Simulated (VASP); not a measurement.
# Hf in VASP: notebook, part 2 of 2

VASP 6.6.1.

## Step 4: Single point, PBE (equal xx and yy strain of +1 %)

Contents of INCAR:

```
ALGO = Normal ; EDIFF = 1E-6
ENCUT = 520 ; GGA = PE
ISIF = 2 ; ISMEAR = -1
LASPH = T ; LCHARG = F
LREAL = F ; LWAVE = F
NBANDS = 11 ; NELM = 80
PREC = Accurate ; SIGMA = 0.03
```

Contents of KPOINTS:

```
k-points
0
Gamma
  13 13 13
```

Contents of POSCAR:

```
Hf
1.0
    0.0000000000      2.2422000000      2.2200000000
    2.2422000000      0.0000000000      2.2200000000
    2.2422000000      2.2422000000      0.0000000000
Hf
1
Direct
    0.0000000000      0.0000000000      0.0000000000
```

Potentials or basis: VASP PAW PBE potentials, release 64 (Hf_pv).

The run is started by

```console
> cat potpaw_PBE.64/Hf_pv/POTCAR > POTCAR
> mpirun -np 1 vasp_std > vasp.out
```

OUTCAR:

```text
EDIFF = 1E-6
   ENCUT = 520
   GGA = PE
   ISIF = 2
   ISMEAR = -1
   LASPH = T
   LREAL = F
   NELM = 80
   PREC = Accurate

 ion  position               nearest neighbor table
   1  0.000  0.000  0.000-

  LATTYP: Found a body centered tetragonal cell.
 ALAT       =     3.1709496496
 C/A-ratio  =     1.4002114479

  Lattice vectors:

 A1 = (   0.0000000000,  -2.2422000000,  -2.2200000000)
 A2 = (   0.0000000000,   2.2422000000,  -2.2200000000)
 A3 = (   2.2422000000,   0.0000000000,   2.2200000000)

Analysis of symmetry for initial positions (statically):
=====================================================================
 Subroutine PRICEL returns:
 Original cell was already a primitive cell.

 Routine SETGRP: Setting up the symmetry group for a
 body centered tetragonal supercell.

 Subroutine GETGRP returns: Found 16 space group operations
 (whereof 16 operations were pure point group operations)
 out of a pool of 16 trial point group operations.

The static configuration has the point symmetry D_4h.

Analysis of symmetry for dynamics (positions and initial velocities):
=====================================================================
 Subroutine PRICEL returns:
 Original cell was already a primitive cell.

 Routine SETGRP: Setting up the symmetry group for a
 body centered tetragonal supercell.

 Subroutine GETGRP returns: Found 16 space group operations
 (whereof 16 operations were pure point group operations)
 out of a pool of 16 trial point group operations.

The dynamic configuration has the point symmetry D_4h.

 Subroutine INISYM returns: Found 16 space group operations
 (whereof 16 operations are pure point group operations),
 and found     1 'primitive' translations

----------------------------------------------------------------------------------------

                                     Primitive cell

  volume of cell :      22.3219

  direct lattice vectors                    reciprocal lattice vectors
     0.000000000  2.242200000  2.220000000    -0.222995273  0.222995273  0.225225225
     2.242200000  0.000000000  2.220000000     0.222995273 -0.222995273  0.225225225
     2.242200000  2.242200000  0.000000000     0.222995273  0.222995273 -0.225225225

  length of vectors
     3.155290928  3.155290928  3.170949650     0.387530883  0.387530883  0.387530883

  position of ions in fractional coordinates (direct lattice)
     0.000000000  0.000000000  0.000000000

  ion indices of the primitive-cell ions
   primitive index   ion index
                 1           1

----------------------------------------------------------------------------------------

 KPOINTS: k-points

Automatic generation of k-mesh.
 Grid dimensions read from file:
 generate k-points for:   13   13   13

 Generating k-lattice:

  Cartesian coordinates                     Fractional coordinates (reciprocal lattice)
    -0.017153483  0.017153483  0.017325017     0.076923077  0.000000000  0.000000000
     0.017153483 -0.017153483  0.017325017     0.000000000  0.076923077  0.000000000
     0.017153483  0.017153483 -0.017325017     0.000000000  0.000000000  0.076923077

  Length of vectors
     0.029810068  0.029810068  0.029810068

  Shift w.r.t. Gamma in fractional coordinates (k-lattice)
     0.000000000  0.000000000  0.000000000

 Subroutine IBZKPT returns following result:
 ===========================================

 Found    196 irreducible k-points:

 Following reciprocal coordinates:
            Coordinates               Weight
  0.000000  0.000000  0.000000      1.000000
  0.076923  0.000000  0.000000      8.000000
  0.153846  0.000000  0.000000      8.000000
  0.230769  0.000000  0.000000      8.000000
  0.307692  0.000000  0.000000      8.000000
  0.384615  0.000000  0.000000      8.000000
[... 16 lines left out ...]
  0.384615  0.153846  0.000000      8.000000
  0.461538  0.153846  0.000000      8.000000
 [... further k-points ...]
   k-points           NKPTS =    196   k-points in BZ     NKDIM =    196   number of bands    NBANDS=     11
   number of dos      NEDOS =    301   number of ions     NIONS =      1
   total plane-waves  NPLWV =  13824
   dimension x,y,z NGX =    24 NGY =   24 NGZ =   24
   dimension x,y,z NGXF=    48 NGYF=   48 NGZF=   48
   ions per type =               1
   NGX,Y,Z   is equivalent  to a cutoff of  12.65, 12.65, 12.58 a.u.
   NGXF,Y,Z  is equivalent  to a cutoff of  25.29, 25.29, 25.17 a.u.
 SYSTEM =  unknown system
   PREC   = accura    normal or accurate (medium, high low for compatibility)
   ISTART =      0    job   : 0-new  1-cont  2-samecut
   ICHARG =      2    charge: 1-file 2-atom 10-const
   ISPIN  =      1    spin polarized calculation?
   LNONCOLLINEAR =      F non collinear calculations
   LSORBIT =      F    spin-orbit coupling
   LASPH  =      T    aspherical Exc in radial PAW
   ENCUT  =  520.0 eV  38.22 Ry    6.18 a.u.   5.87  5.87  5.90*2*pi/ulx,y,z
   NELM   =     80;   NELMIN=  2; NELMDL= -5     # of ELM steps
   EDIFF  = 0.1E-05   stopping-criterion for ELM
   LREAL  =      F    real-space projection
   EDIFFG = 0.1E-04   stopping-criterion for IOM
   NSW    =      0    number of steps for IOM
   IBRION =     -1    ionic relax: 0-MD 1-quasi-New 2-CG
   NFREE  =      0    steps in history (QN), initial steepest desc. (CG)
   ISIF   =      2    stress and relaxation
   ISYM   =      2    0-nonsym 1-usesym 2-fastsym
   POTIM  = 0.5000    time-step for ionic-motion
   TEBEG  =    0.0;   TEEND  =   0.0 temperature during run
   PSTRESS=    0.0 pullay stress
   NELECT =      10.0000    total number of electrons
   NUPDOWN=      -1.0000    fix difference up-down
   EMIN   =  10.00;   EMAX   =-10.00  energy-range for DOS
   EFERMI =   0.00;   METHOD = LEGACY
   ISMEAR =    -1;   SIGMA  =   0.03  broadening in eV -4-tet -1-fermi 0-gaus
   EFERMI_NEDOS =   21; number of points for ismear=-14 and -15
   IALGO  =     38    algorithm
   IMIX   =      4    mixing-type and parameters
     AMIX     =   0.40;   BMIX     =  1.00
     AMIX_MAG =   1.60;   BMIX_MAG =  1.00
  volume/ion in A,a.u.               =      22.32       150.64
  Fermi-wavevector in a.u.,A,eV,Ry     =   1.252653  2.367172 21.349455  1.569141
  Thomas-Fermi vector in A             =   2.386544
   LORBIT       =      0    0 simple, 1 ext, 2 COOP (PROOUT), +10 PAW based schemes
   GGA     = PE    functional components
   LHFCALC =     F    Hartree Fock is set to
   AEXX    =    0.0000 exact exchange contribution
   IVDW    =     0    specifies the selected vdW correction
   LEPSILON=     F    determine dielectric tensor
   LRPA    =     F    only Hartree local field effects (RPA)
 non-spin polarized calculation
  energy-cutoff  :      520.00
  volume of cell :       22.32
 maximum number of plane-waves:       612
   NGX = 11   NGY = 11   NGZ = 11

 number of electron      10.0000000 magnetization

 number of electron       9.9999998 magnetization

 Free energy of the ion-electron system (eV)
  ---------------------------------------------------
  ext. energy  EPLUGINS =         0.00000000
  ---------------------------------------------------
  free energy    TOTEN  =        -9.85514976 eV

  energy without entropy =       -9.85078282  energy(sigma->0) =       -9.85296629

 E-fermi :   4.7396     XC(G=0): -11.2957

 val. band max:        4.7335212808   @ k =   0.3077   0.0000   0.0000
 cond. band min:       4.7521461556   @ k =  -0.3077   0.3077   0.0769
 fundamental gap:      0.0186248749
 Fermi energy:         4.7395849226

 k-point     1 :       0.0000    0.0000    0.0000
  band No.  band energies     occupation
      1     -25.2498      2.00000
      2     -25.2489      2.00000
      3     -25.2489      2.00000
      4      -2.4619      2.00000
      5       6.1243      0.00000
      6       6.1243      0.00000
      7       6.2381      0.00000
      8       8.8768      0.00000
      9       9.0404      0.00000
     10      16.0804      0.00000
     11      17.8328      0.00000

 k-point     2 :       0.0769    0.0000    0.0000
  band No.  band energies     occupation
      1     -25.2992      2.00000
      2     -25.2556      2.00000
      3     -25.2555      2.00000
      4      -2.2550      2.00000
      5       5.9456      0.00000
      6       6.2220      0.00000
      7       6.3056      0.00000
      8       8.7747      0.00000
      9       8.9284      0.00000
     10      16.5398      0.00000
     11      17.8319      0.00000
[... 295 lines left out ...]
 k-point    24 :       0.4615    0.1538    0.0000
  band No.  band energies     occupation
      1     -25.9678      2.00000
      2     -25.4452      2.00000
      3     -25.4067      2.00000
      4       1.6072      2.00000
      5       4.2862      2.00000
      6       5.4686      0.00000
      7       6.6782      0.00000
      8      10.7379      0.00000
      9      11.1952      0.00000
     10      14.3246      0.00000
     11      17.7445      0.00000

 [... further k-points ...]
[... 5 lines left out ...]
  --------------------------------------------------------------------------------------
  -------------------------------------------------------------------------------------
  Total        0.0762246      0.0762246      0.1006819      0.0000000      0.0000000      0.0000000
  in kB        5.4710909      5.4710909      7.2265398      0.0000000      0.0000000      0.0000000
  external PRESSURE =       6.0562405 kB  Pullay stress =       0.0000000 kB

 VOLUME and BASIS-vectors are now :
 -----------------------------------------------------------------------------
  energy-cutoff  :      520.00
  volume of cell :       22.32
      direct lattice vectors                 reciprocal lattice vectors
     0.000000000  2.242200000  2.220000000    -0.222995273  0.222995273  0.225225225
     2.242200000  0.000000000  2.220000000     0.222995273 -0.222995273  0.225225225
     2.242200000  2.242200000  0.000000000     0.222995273  0.222995273 -0.225225225

 POSITION                                       TOTAL-FORCE (eV/Angst)
 -----------------------------------------------------------------------------------
      0.00000      0.00000      0.00000         0.000000      0.000000      0.000000
 -----------------------------------------------------------------------------------
    total drift:                                0.000000      0.000000      0.000000

  FREE ENERGIE OF THE ION-ELECTRON SYSTEM (eV)
  ---------------------------------------------------
  free  energy   TOTEN  =        -9.8551497640 eV

  energy  without entropy=       -9.8507828155  energy(sigma->0) =       -9.85296629
```

OSZICAR:

```text
N       E                     dE             d eps       ncg     rms          rms(c)
DAV:   1     0.135128672805E+02    0.13513E+02   -0.57195E+03  4312   0.840E+02
DAV:   2    -0.971080661191E+01   -0.23224E+02   -0.22532E+02  5505   0.157E+02
DAV:   3    -0.101876404973E+02   -0.47683E+00   -0.47224E+00  5482   0.154E+01
DAV:   4    -0.101894816561E+02   -0.18412E-02   -0.18409E-02  4991   0.114E+00
DAV:   5    -0.101894921728E+02   -0.10517E-04   -0.10517E-04  5549   0.750E-02    0.460E+01
DAV:   6    -0.994127440556E+01    0.24822E+00   -0.20893E-01  4795   0.345E+00    0.270E+01
DAV:   7    -0.985833082885E+01    0.82944E-01   -0.30866E-01  4993   0.406E+00    0.166E+00
DAV:   8    -0.985515683863E+01    0.31740E-02   -0.19707E-02  4918   0.970E-01    0.887E-01
DAV:   9    -0.985514886205E+01    0.79766E-05   -0.39590E-04  5140   0.146E-01    0.812E-02
DAV:  10    -0.985514949345E+01   -0.63140E-06   -0.13810E-05  5054   0.316E-02    0.464E-02
DAV:  11    -0.985514976400E+01   -0.27055E-06   -0.12644E-06  4066   0.907E-03
   1 F= -.98551498E+01 E0= -.98529663E+01  d E =-.436695E-02
```

stdout:

```text
POSCAR found type information on POSCAR Hf
 POSCAR found :  1 types and       1 ions
 scaLAPACK will be used
 LDA part: xc-table for (Slater+PW92), standard interpolation
 POSCAR, INCAR and KPOINTS ok, starting setup
 FFT: planning ... GRIDC
 FFT: planning ... GRID_SOFT
 FFT: planning ... GRID
 WAVECAR not read
 entering main loop
```

Run time: 31 s. Hardware: 1 thread of Intel Xeon 8259CL, shared host; peak memory 0.17 GiB.

What came out:

- Free energy: -9.8551 eV
- Pressure: 0.6 GPa
- Band gap on the k mesh: zero (band 5 reaches 6.12 eV, above the bottom of band 6 at 4.18 eV)

Caveat: the cell differs from its parent crystal (equal xx and yy strain of +1 %); spin-orbit coupling is left out, which moves the levels of the heavy elements.

## Step 5: Single point, PBE (equal xx and yy strain of +3 %)

Contents of INCAR:

```
PREC     = Accurate       # precision mode
ENCUT    = 520            # plane-wave cutoff, eV
EDIFF    = 1E-7           # SCF threshold, eV
ISMEAR   = -1             # smearing method
SIGMA    = 0.03           # smearing width, eV
LREAL    = F              # projectors in reciprocal space
LASPH    = T              # aspherical terms in the spheres
NELM     = 60             # most SCF steps
ALGO     = Normal         # electronic algorithm
ISIF     = 2              # what is computed and relaxed
LWAVE    = F              # write WAVECAR
LCHARG   = T              # write CHGCAR
GGA      = PE             # functional
LELF     = T              # ELF
LVHAR    = T            
NBANDS   = 11             # bands
```

Contents of KPOINTS:

```
Automatic mesh
0
Gamma
  13 13 13
```

Contents of POSCAR:

```
Hf
1.0
    0.0000000000      2.2866000000      2.2200000000
    2.2866000000      0.0000000000      2.2200000000
    2.2866000000      2.2866000000      0.0000000000
Hf
1
Direct
    0.0000000000      0.0000000000      0.0000000000
```

The run is started by

```console
> cat potpaw_PBE.64/Hf_pv/POTCAR > POTCAR
> mpirun -np 1 vasp_std > vasp.out
```

Wall time 40 s (1 thread of Intel Xeon 8259CL, shared host); peak memory 0.17 GiB.

It converged, with:

```
Free energy            : -9.8462 eV
Pressure               : -3.4 GPa
Band gap on the k mesh : zero (band 5 reaches 5.77 eV, above the bottom of band 6 at 3.89 eV)
```

Stress tensor (GPa, compression positive):
```
-3.73  0.00  0.00
 0.00 -3.73  0.00
 0.00  0.00 -2.65
```

Levels at points of the mesh, in eV from the Fermi level:
```tsv
k point	band 1	band 2	band 3	band 4	band 5	band 6	band 7	band 8	band 9	band 10
(0.00, 0.00, 0.00)	-30.15	-30.15	-30.14	-7.08	1.29	1.29	1.61	3.81	4.27	11.21
```

Caveat: the cell differs from its parent crystal (equal xx and yy strain of +3 %); spin-orbit coupling is left out, which moves the levels of the heavy elements.

## Step 6: Summary

| cell | gap on the mesh (eV) | pressure (GPa) |
| --- | --- | --- |
| a = 3.187 Å, angles 58.0°, 1 atom | none | 3.0 |
| a = 3.108, b = 3.108, c = 3.077 Å, angles 60.3, 60.3, 59.3°, 1 atom | none | 7.8 |
| a = 3.155, b = 3.155, c = 3.171 Å, angles 59.8, 59.8, 60.3°, 1 atom | none | 0.6 |
| a = 3.187, b = 3.187, c = 3.234 Å, angles 59.5, 59.5, 61.0°, 1 atom | none | -3.4 |

Alike in all rows: task single point; level PBE; potentials or basis VASP PAW PBE potentials, release 64 (Hf_pv); no spin polarisation; k mesh 13 × 13 × 13; cutoff (eV) 520; smearing fermi-dirac 0.03 eV.

Caveats: spin-orbit coupling is left out, which moves the levels of the heavy elements.

Absolute energies hang on the potentials; compare differences alone.
